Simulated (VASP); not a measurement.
A run of VASP 6.6.1:

The input INCAR:

```
SYSTEM = YbMg2Bi2
ALGO = Normal
EDIFF = 1E-7
ENCUT = 520
GGA = CA
ISIF = 2
ISMEAR = -1
LASPH = .True.
LCHARG = .False.
LREAL = .False.
LWAVE = .False.
NBANDS = 37
NELM = 80
PREC = Accurate
SIGMA = 0.1
```

Contents of KPOINTS:

```
k-points
0
Gamma
  7 7 4
  0 0 0
```

POSCAR

```
YbMg2Bi2
1.0
    4.6456862181      0.0000000000      0.0000000000
   -2.3228431090      4.0232794780      0.0000000000
    0.0000000000      0.0000000000      7.5156936060
Yb Mg Bi
1 2 2
Direct
    0.0000000000      0.0000000000      0.0000000000
    0.6666666667      0.3333333333      0.6308000000
    0.3333333333      0.6666666667      0.3692000000
    0.6666666667      0.3333333333      0.2411900000
    0.3333333333      0.6666666667      0.7588100000
```

Potentials or basis: VASP PAW PBE potentials, release 64 (Yb, Mg, Bi_d).

The run is started by

```console
$ cat potpaw_PBE.64/Yb/POTCAR potpaw_PBE.64/Mg/POTCAR potpaw_PBE.64/Bi_d/POTCAR > POTCAR
$ mpirun -np 1 vasp_std > vasp.out
```

Hardware: 1 thread of Intel(R) Xeon(R) Platinum 8259CL CPU @ 2.50GHz (Skylake/Cascade Lake), on a shared host.

Q: Estimate the wall time of this run.

A: Run time: 6.8 min on 1 thread of Intel(R) Xeon(R) Platinum 8259CL CPU @ 2.50GHz (Skylake/Cascade Lake), on a shared host, peak memory 0.32 GiB. Counts: scf iterations 42, k points 28.
